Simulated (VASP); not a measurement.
# SiC (CsCl type): single point with PBE

Crystal: SiC (CsCl type).

```
Si C
1.0
     2.36687    0.00000    0.00000
     0.00000    2.36687    0.00000
     0.00000    0.00000    2.36687
Si C
1 1
Direct
  0.00000 0.00000 0.00000
  0.50000 0.50000 0.50000
```

* Program: VASP 6.6.1
* Task: single point
* Functional: PBE
* Potentials or basis: VASP PAW PBE potentials, release 64 (Si, C)
* Cutoff: 600 eV
* k mesh: 14 × 14 × 14
* Occupations: fermi-dirac, width 0.08 eV
* Spin: no spin polarisation

```yaml
Pressure: 116.0 GPa
Band_gap_on_the_k_mesh: zero (bands 4 and 5 overlap by 4.52 eV)
```

Levels at points of the mesh, in eV from the Fermi level:
```
           k point  band 1  band 2  band 3  band 4  band 5  band 6  band 7  band 8  band 9
(0.00, 0.00, 0.00)  -21.61   -1.54   -1.54   -1.54    4.14    4.14    6.27   18.09   18.09
(0.50, 0.00, 0.00)  -16.44  -14.87    0.81    0.81    8.50    8.72   10.13   10.13   10.32
(0.50, 0.50, 0.00)  -11.42  -10.66  -10.66   -5.64    3.16   11.86   11.86   14.45   14.45
(0.50, 0.50, 0.50)   -6.62   -6.62   -6.62   -6.45   -2.12   -2.12   -2.12    4.73   25.00
```

It took 13 s on 1 thread of Intel(R) Xeon(R) Platinum 8488C (Sapphire Rapids), on a shared host, peak memory 0.13 GiB.

Caveat: the cell stands under pressure.
